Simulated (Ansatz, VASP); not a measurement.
## MgS in VASP and in Ansatz

```
CELL_PARAMETERS angstrom
6.52864 0.00000 0.00000
-3.26432 5.65397 0.00000
0.00000 0.00000 4.45594
ATOMIC_POSITIONS crystal
Mg 0.00000 0.00000 0.00000
S 0.00000 0.00000 0.50000
```

Alike in both runs: functional PBE; k mesh 6 × 6 × 6; occupations gaussian, width 0.02 eV; no spin polarisation.

Ansatz relaxed the structure, and its values are those at the end. VASP's run is a single point on that final structure, the one shown.

```csv
,VASP,Ansatz
version,VASP 6.6.1,Ansatz 0.2.0
potentials or method,"VASP PAW PBE potentials, release 64 (Mg, S), cutoff 520 eV","scalar-relativistic, plane waves, PAW"
valence electrons in the cell,8,16
```

```csv
,VASP,Ansatz,Ansatz less VASP
gap on the k mesh at the Fermi level (eV),2.44,2.44,0.000
least direct gap on the mesh (eV),2.74,2.74,0.000
pressure (GPa),0.0,0.0,+0.02
```

VASP's potentials hold 8 valence electrons a cell and Ansatz's 16, so a difference there can come from the potentials and not from the codes. Ansatz's warnings: xc potential rough in thin density.
